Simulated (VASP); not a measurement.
# RbRu2 (P-3m1) in VASP: further runs, part 2 of 2

VASP 6.6.1.

## Step 3: Relaxation of cell and atoms, PBE

This run uses another cell than the first one, of 27.42 Å³/atom, 1.004 times its volume.

File INCAR:

```
SYSTEM = RbRu2
PREC     = Accurate       ! precision mode
ENCUT    = 600            ! plane-wave cutoff, eV
EDIFF    = 1E-6           ! SCF threshold, eV
ISMEAR   = 0              ! smearing method
SIGMA    = 0.1            ! smearing width, eV
LREAL    = .FALSE.        ! projectors in reciprocal space
LASPH    = .TRUE.         ! aspherical terms in the spheres
NELM     = 80             ! most SCF steps
ALGO     = Normal         ! electronic algorithm
ISIF     = 3              ! what is computed and relaxed
LWAVE    = .FALSE.        ! write WAVECAR
LCHARG   = .FALSE.        ! write CHGCAR
GGA      = PE             ! functional
IBRION   = 2              ! ionic algorithm
NSW      = 90             ! ionic steps
EDIFFG   = -0.04          ! ionic threshold
```

File KPOINTS:

```
regular mesh
0
G
  6 6 2
  0 0 0
```

File POSCAR:

```
RbRu2
1.0
    3.5508794900      0.0000000000      0.0000000000
   -1.7754397400      3.0751518400      0.0000000000
    0.0000000000      0.0000000000      7.5345754800
Rb Ru
1 2
Direct
    0.0000000000      0.0000000000      0.0000000000
    0.3333333300      0.6666666700      0.3703985600
    0.6666666700      0.3333333300      0.6296014400
```

Potentials or basis: VASP PAW PBE potentials, release 64 (Rb_sv, Ru_pv).

Command:

```
$ cat potpaw_PBE.64/Rb_sv/POTCAR potpaw_PBE.64/Ru_pv/POTCAR > POTCAR
$ mpirun -np 1 vasp_std > vasp.out
```

OUTCAR:

```text
SYSTEM = RbRu2
   PREC = Accurate
   ENCUT = 600
   EDIFF = 1E-6
   ISMEAR = 0
   LREAL = .FALSE.
   LASPH = .TRUE.
   NELM = 80
   ISIF = 3
   GGA = PE
   IBRION = 2
   NSW = 90
   EDIFFG = -0.04

 ion  position               nearest neighbor table
   1  0.000  0.000  0.000-   2 3.46   3 3.46   2 3.46   3 3.46   3 3.46   2 3.46
   2  0.333  0.667  0.370-   3 2.83   3 2.83   3 2.83   1 3.46   1 3.46   1 3.46
   3  0.667  0.333  0.630-   2 2.83   2 2.83   2 2.83   1 3.46   1 3.46   1 3.46

  LATTYP: Found a hexagonal cell.
 ALAT       =     3.5508794900
 C/A-ratio  =     2.1218899434

  Lattice vectors:

 A1 = (   3.5508794900,   0.0000000000,   0.0000000000)
 A2 = (  -1.7754397400,   3.0751518400,   0.0000000000)
 A3 = (   0.0000000000,   0.0000000000,   7.5345754800)

Analysis of symmetry for initial positions (statically):
=====================================================================
 Subroutine PRICEL returns:
 Original cell was already a primitive cell.

 Routine SETGRP: Setting up the symmetry group for a
 hexagonal supercell.

 Subroutine GETGRP returns: Found 12 space group operations
 (whereof 12 operations were pure point group operations)
 out of a pool of 24 trial point group operations.

The static configuration has the point symmetry D_3d.

Analysis of symmetry for dynamics (positions and initial velocities):
=====================================================================
 Subroutine PRICEL returns:
 Original cell was already a primitive cell.

 Routine SETGRP: Setting up the symmetry group for a
 hexagonal supercell.

 Subroutine GETGRP returns: Found 12 space group operations
 (whereof 12 operations were pure point group operations)
 out of a pool of 24 trial point group operations.

The dynamic configuration has the point symmetry D_3d.

 Subroutine INISYM returns: Found 12 space group operations
 (whereof 12 operations are pure point group operations),
 and found     1 'primitive' translations

----------------------------------------------------------------------------------------

                                     Primitive cell

  volume of cell :      82.2737

  direct lattice vectors                    reciprocal lattice vectors
     3.550879490  0.000000000  0.000000000     0.281620371  0.162593597  0.000000000
    -1.775439740  3.075151840  0.000000000     0.000000000  0.325187195  0.000000000
     0.000000000  0.000000000  7.534575480     0.000000000  0.000000000  0.132721479

  length of vectors
     3.550879490  3.550879484  7.534575480     0.325187194  0.325187195  0.132721479

  position of ions in fractional coordinates (direct lattice)
     0.000000000  0.000000000  0.000000000
     0.333333330  0.666666670  0.370398560
     0.666666670  0.333333330  0.629601440

  ion indices of the primitive-cell ions
   primitive index   ion index
                 1           1
                 2           2
                 3           3

----------------------------------------------------------------------------------------

 KPOINTS: regular mesh

Automatic generation of k-mesh.
 Grid dimensions read from file:
 generate k-points for:    6    6    2

 Generating k-lattice:

  Cartesian coordinates                     Fractional coordinates (reciprocal lattice)
     0.046936729  0.027098933  0.000000000     0.166666667  0.000000000  0.000000000
     0.000000000  0.054197866  0.000000000     0.000000000  0.166666667  0.000000000
     0.000000000  0.000000000  0.066360739     0.000000000  0.000000000  0.500000000

  Length of vectors
     0.054197866  0.054197866  0.066360739

  Shift w.r.t. Gamma in fractional coordinates (k-lattice)
     0.000000000  0.000000000  0.000000000

 Subroutine IBZKPT returns following result:
 ===========================================

 Found     14 irreducible k-points:

 Following reciprocal coordinates:
            Coordinates               Weight
  0.000000  0.000000  0.000000      1.000000
  0.166667  0.000000  0.000000      6.000000
  0.333333  0.000000  0.000000      6.000000
  0.500000  0.000000  0.000000      3.000000
  0.166667  0.166667  0.000000      6.000000
  0.333333  0.166667  0.000000     12.000000
  0.333333  0.333333  0.000000      2.000000
  0.000000  0.000000  0.500000      1.000000
  0.166667  0.000000  0.500000      6.000000
  0.333333  0.000000  0.500000      6.000000
  0.500000  0.000000  0.500000      3.000000
  0.166667  0.166667  0.500000      6.000000
  0.333333  0.166667  0.500000     12.000000
  0.333333  0.333333  0.500000      2.000000
   k-points           NKPTS =     14   k-points in BZ     NKDIM =     14   number of bands    NBANDS=     22
   number of dos      NEDOS =    301   number of ions     NIONS =      3
   total plane-waves  NPLWV =  47040
   dimension x,y,z NGX =    28 NGY =   28 NGZ =   60
   dimension x,y,z NGXF=    56 NGYF=   56 NGZF=  120
   ions per type =               1   2
   NGX,Y,Z   is equivalent  to a cutoff of  13.11, 13.11, 13.24 a.u.
   NGXF,Y,Z  is equivalent  to a cutoff of  26.22, 26.22, 26.48 a.u.
 SYSTEM =  RbRu2
   PREC   = accura    normal or accurate (medium, high low for compatibility)
   ISTART =      0    job   : 0-new  1-cont  2-samecut
   ICHARG =      2    charge: 1-file 2-atom 10-const
   ISPIN  =      1    spin polarized calculation?
   LNONCOLLINEAR =      F non collinear calculations
   LSORBIT =      F    spin-orbit coupling
   LASPH  =      T    aspherical Exc in radial PAW
   ENCUT  =  600.0 eV  44.10 Ry    6.64 a.u.   7.09  7.09 15.05*2*pi/ulx,y,z
   NELM   =     80;   NELMIN=  2; NELMDL= -5     # of ELM steps
   EDIFF  = 0.1E-05   stopping-criterion for ELM
   LREAL  =      F    real-space projection
   EDIFFG = -.4E-01   stopping-criterion for IOM
   NSW    =     90    number of steps for IOM
   IBRION =      2    ionic relax: 0-MD 1-quasi-New 2-CG
   NFREE  =      1    steps in history (QN), initial steepest desc. (CG)
   ISIF   =      3    stress and relaxation
   ISYM   =      2    0-nonsym 1-usesym 2-fastsym
   POTIM  = 0.5000    time-step for ionic-motion
   TEBEG  =    0.0;   TEEND  =   0.0 temperature during run
   PSTRESS=    0.0 pullay stress
   NELECT =      37.0000    total number of electrons
   NUPDOWN=      -1.0000    fix difference up-down
   EMIN   =  10.00;   EMAX   =-10.00  energy-range for DOS
   EFERMI =   0.00;   METHOD = LEGACY
   ISMEAR =     0;   SIGMA  =   0.10  broadening in eV -4-tet -1-fermi 0-gaus
   EFERMI_NEDOS =   21; number of points for ismear=-14 and -15
   IALGO  =     38    algorithm
   IMIX   =      4    mixing-type and parameters
     AMIX     =   0.40;   BMIX     =  1.00
     AMIX_MAG =   1.60;   BMIX_MAG =  1.00
  volume/ion in A,a.u.               =      27.42       185.07
  Fermi-wavevector in a.u.,A,eV,Ry     =   1.254262  2.370212 21.404325  1.573173
  Thomas-Fermi vector in A             =   2.388075
   LORBIT       =      0    0 simple, 1 ext, 2 COOP (PROOUT), +10 PAW based schemes
   GGA     = PE    functional components
   LHFCALC =     F    Hartree Fock is set to
   AEXX    =    0.0000 exact exchange contribution
   IVDW    =     0    specifies the selected vdW correction
   LEPSILON=     F    determine dielectric tensor
   LRPA    =     F    only Hartree local field effects (RPA)
 conjugate gradient relaxation of ions
 non-spin polarized calculation
 Gauss-broadening in eV      SIGMA  =   0.10
  energy-cutoff  :      600.00
  volume of cell :       82.27
 maximum number of plane-waves:      2790
   NGX = 15   NGY = 15   NGZ = 31

--------------------------------------- Ionic step        1  -------------------------------------------

 number of electron      36.9999999 magnetization

 Free energy of the ion-electron system (eV)
  ---------------------------------------------------
  ext. energy  EPLUGINS =         0.00000000
  ---------------------------------------------------
  free energy    TOTEN  =       -13.47080913 eV

  energy without entropy =      -13.40491601  energy(sigma->0) =      -13.43786257

 E-fermi :   3.9942     XC(G=0):  -9.7805

 val. band max:        3.9825408005   @ k =   0.1667   0.1667   0.5000
 cond. band min:       4.0016390678   @ k =   0.3333   0.3333   0.5000
 fundamental gap:      0.0190982673
 Fermi energy:         3.9941546118

 k-point     1 :       0.0000    0.0000    0.0000
  band No.  band energies     occupation
      1     -38.1152      2.00000
      2     -38.1152      2.00000
      3     -38.0855      2.00000
      4     -38.0275      2.00000
      5     -38.0275      2.00000
      6     -37.8865      2.00000
[... 443 lines left out ...]
  FREE ENERGIE OF THE ION-ELECTRON SYSTEM (eV)
  ---------------------------------------------------
  free  energy   TOTEN  =       -15.0882552626 eV

  energy  without entropy=      -15.0416837420  energy(sigma->0) =      -15.06496950

[... ionic steps 4 to 12 ...]

--------------------------------------- Ionic step       13  -------------------------------------------

 number of electron      37.0000000 magnetization

------------------------ aborting loop because EDIFF is reached ----------------------------------------
[... 69 lines left out ...]
--------------------------------------- Ionic step       15  -------------------------------------------

 number of electron      37.0000001 magnetization

 Free energy of the ion-electron system (eV)
  ---------------------------------------------------
  ext. energy  EPLUGINS =         0.00000000
  ---------------------------------------------------
  free energy    TOTEN  =       -15.86187571 eV

  energy without entropy =      -15.84513563  energy(sigma->0) =      -15.85350567

 E-fermi :   7.4927     XC(G=0): -11.4876

 val. band max:        7.4326481058   @ k =   0.3333   0.1667   0.5000
 cond. band min:       7.5310337867   @ k =   0.3333   0.0000   0.5000
 fundamental gap:      0.0983856809
 Fermi energy:         7.4927085679

 k-point     1 :       0.0000    0.0000    0.0000
  band No.  band energies     occupation
      1     -35.5279      2.00000
      2     -35.0508      2.00000
      3     -35.0508      2.00000
      4     -34.8702      2.00000
      5     -34.8702      2.00000
      6     -34.8342      2.00000
[... 369 lines left out ...]
  FREE ENERGIE OF THE ION-ELECTRON SYSTEM (eV)
  ---------------------------------------------------
  free  energy   TOTEN  =       -15.8618757059 eV

  energy  without entropy=      -15.8451356260  energy(sigma->0) =      -15.85350567

 reached required accuracy - stopping structural energy minimisation
```

Wall time 4.7 min (1 thread of Intel Xeon Platinum 8488C (Sapphire Rapids), shared host); peak memory 0.23 GiB.

Results:

- Free energy: -15.8619 eV
- Relaxed volume: 19.53 Å³/atom
- Relaxed cell: a = 2.910 Å, b = 2.910 Å, c = 7.990 Å, α = 90.00°, β = 90.00°, γ = 120.00°
- Space group after relaxing (to 0.05 Å): P-3m1 (No. 164)
- Energy gained by relaxing: 797.0 meV/atom
- Ionic steps: 15
- Pressure after relaxing: 0.1 GPa
- Largest force after relaxing: 0.007 eV/Å

Forces in eV/Å, atoms in the order of the input:
```
Rb   0.000  0.000  0.000
Ru   0.000  0.000  0.007
Ru   0.000  0.000 -0.007
```

The path:
```csv
step,energy change (eV),largest force (eV/Å),pressure (GPa),volume (Å³)
1,0.0000,2.8874,-13.77,82.27
2,-1.3362,2.5399,15.32,57.22
3,-1.6174,0.0937,0.48,62.88
4,-1.6186,0.0290,1.17,62.53
5,-1.9195,1.1960,0.94,61.95
6,-2.1601,1.2398,6.72,58.72
7,-2.2959,1.6756,1.82,60.40
8,-2.3054,1.5945,2.48,60.03
9,-2.1994,0.9429,-4.59,61.90
10,-2.3458,0.4990,-0.49,60.62
11,-2.3458,0.5265,-0.41,60.60
12,-2.3718,0.3813,-0.65,60.16
13,-2.3855,0.1957,-0.82,59.59
14,-2.3856,0.1772,-0.87,59.54
15,-2.3911,0.0073,0.13,58.58
```

Final structure:
```cif
data_structure
_symmetry_space_group_name_H-M 'P 1'
_symmetry_Int_Tables_number 1
_cell_length_a 2.9097
_cell_length_b 2.9097
_cell_length_c 7.9902
_cell_angle_alpha 90.000
_cell_angle_beta 90.000
_cell_angle_gamma 120.000
_cell_volume 58.58
loop_
_atom_site_label
_atom_site_type_symbol
_atom_site_fract_x
_atom_site_fract_y
_atom_site_fract_z
_atom_site_occupancy
Rb1 Rb 0.00000 0.00000 0.00000 1
Ru1 Ru 0.33333 0.66667 0.38038 1
Ru2 Ru 0.66667 0.33333 0.61962 1
```

Caveat: the k points lie up to 0.42 Å⁻¹ apart in the final cell; the volume moved by over 15 % at a fixed basis, so the end points are rough.

## Step 4: Relaxation of cell and atoms, PBE

This run uses another cell than the first one, of 27.12 Å³/atom, 0.993 times its volume.

File INCAR:

```
SYSTEM = RbRu2
PREC = Accurate
ENCUT = 600
EDIFF = 1E-6
ISMEAR = 0
SIGMA = 0.1
LREAL = .False.
LASPH = .True.
NELM = 80
ALGO = Fast
ISIF = 3
LWAVE = .False.
LCHARG = .False.
GGA = PE
IBRION = 2
NSW = 90
EDIFFG = -0.04
```

File KPOINTS:

```
Automatic mesh
0
Gamma
  6 6 4
  0 0 0
```

File POSCAR:

```
RbRu2
1.0
    3.7971947522      0.0000000000      0.0000000000
   -1.8985973761      3.2884671185      0.0000000000
    0.0000000000      0.0000000000      6.5153788841
Rb Ru
1 2
Direct
    0.0000000000      0.0000000000      0.0000000000
    0.3333333333      0.6666666667      0.4341179966
    0.6666666667      0.3333333333      0.5658820034
```

Command:

```
$ cat potpaw_PBE.64/Rb_sv/POTCAR potpaw_PBE.64/Ru_pv/POTCAR > POTCAR
$ mpirun -np 1 vasp_std > vasp.out
```

Wall time 3.5 min (1 thread of Intel Xeon Platinum 8488C (Sapphire Rapids), shared host); peak memory 0.25 GiB.

It converged, with:

| Item | Value |
| --- | --- |
| Free energy | -16.1020 eV |
| Relaxed volume | 27.36 Å³/atom |
| Relaxed cell | a = 3.804 Å, b = 3.804 Å, c = 6.550 Å, α = 90.00°, β = 90.00°, γ = 120.00° |
| Space group after relaxing (to 0.05 Å) | P-3m1 (No. 164) |
| Energy gained by relaxing | 0.3 meV/atom |
| Ionic steps | 6 |
| Pressure after relaxing | -0.1 GPa |

Stress tensor (GPa, compression positive):
```
-0.15  0.00  0.00
 0.00 -0.15  0.00
 0.00  0.00  0.05
```

The path:
```
step  energy change (eV)  largest force (eV/Å)  pressure (GPa)  volume (Å³)
   1              0.0000                0.0337            0.21        81.36
   2             -0.0005                0.0467           -0.02        81.79
   3             -0.0006                0.0479           -0.04        81.87
   4             -0.0006                0.0556           -0.17        82.05
   5             -0.0006                0.0542           -0.13        81.97
   6             -0.0008                0.0004           -0.08        82.08
```

Final structure:
```yaml
crystal:
  lattice:
    - [3.80392, 0.00000, 0.00000]
    - [-1.90196, 3.29429, 0.00000]
    - [0.00000, 0.00000, 6.55020]
  atoms:
    - { symbol: Rb, position: [0.00000, 0.00000, 0.00000] }
    - { symbol: Ru, position: [0.33333, 0.66667, 0.43482] }
    - { symbol: Ru, position: [0.66667, 0.33333, 0.56518] }
```

Levels at points of the mesh, in eV from the Fermi level:
| k point | band 17 | band 18 | band 19 | band 20 | band 21 | band 22 |
| --- | --- | --- | --- | --- | --- | --- |
| (0.00, 0.00, 0.00) | -1.86 | 0.58 | 0.58 | 1.01 | 1.10 | 1.10 |
| (0.50, 0.00, 0.00) | -0.77 | -0.47 | 0.18 | 0.47 | 1.37 | 2.14 |
| (0.00, 0.00, 0.50) | -1.31 | -1.13 | 0.52 | 0.52 | 1.14 | 1.14 |
| (0.50, 0.00, 0.50) | -0.49 | -0.34 | -0.27 | 1.05 | 1.42 | 2.06 |

## Step 5: The runs side by side

```tsv
task	cell	k mesh	cutoff (eV)	gap on the mesh (eV)	pressure (GPa)	relaxed volume (Å³/atom)	largest force (eV/Å)
single point	a = 3.800, b = 3.800, c = 6.553 Å, angles 90.0, 90.0, 120.0°, 3 atoms	6 × 6 × 4	520	none	0.2	-	0.06
relaxation of cell and atoms	relaxed from a = 3.551, b = 3.551, c = 7.535 Å, angles 90.0, 90.0, 120.0°, 3 atoms	6 × 6 × 2	600	none	0.1	19.53	0.01
relaxation of cell and atoms	relaxed from a = 3.797, b = 3.797, c = 6.515 Å, angles 90.0, 90.0, 120.0°, 3 atoms	6 × 6 × 4	600	none	-0.1	27.36	-
```

Alike in all rows: level PBE; potentials or basis VASP PAW PBE potentials, release 64 (Rb_sv, Ru_pv); no spin polarisation; smearing gaussian 0.1 eV.

Caveats: some runs use coarse meshes; the volume moved by over 15 % at a fixed basis, so the end points are rough (some runs).

Absolute energies hang on the potentials; compare differences alone.
